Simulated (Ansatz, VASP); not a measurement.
# Al2BO in VASP and in Ansatz

```
CELL_PARAMETERS angstrom
1.50383 0.86824 5.24120
-1.50383 0.86824 5.24120
0.00000 -1.73648 5.24120
ATOMIC_POSITIONS crystal
Al 0.75416 0.75416 0.75416
Al 0.24584 0.24584 0.24584
B 0.50000 0.50000 0.50000
O 0.00000 0.00000 0.00000
```

Change from the starting cell: species swapped into the Eu2SeS type (R-3m, No. 166).

Alike in both runs: task relaxation of cell and atoms; functional PBE; k mesh 18 × 18 × 18; occupations gaussian, width 0.1 eV; no spin polarisation.

|  | VASP | Ansatz |
| --- | --- | --- |
| version | VASP 6.6.1 | Ansatz 0.2.0 |
| potentials or method | VASP PAW PBE potentials, release 64 (Al, B, O), cutoff 600 eV | scalar-relativistic, plane waves, PAW |
| valence electrons in the cell | 15 | 15 |

VASP gave:

| Property | Result |
| --- | --- |
| gap on the k mesh at the Fermi level, each at its own relaxed structure (eV) | none |
| relaxed volume (Å³/atom) | 10.26 |
| relaxed cell length with the largest relative difference (Å) | 5.509 |

Problem. Which values does Ansatz return?

Solution. gap on the k mesh at the Fermi level, each at its own relaxed structure (eV): none; relaxed volume (Å³/atom): 10.27; relaxed cell length with the largest relative difference (Å): 5.510.

A gap of «none» marks a metal or a gap that the smearing closes.
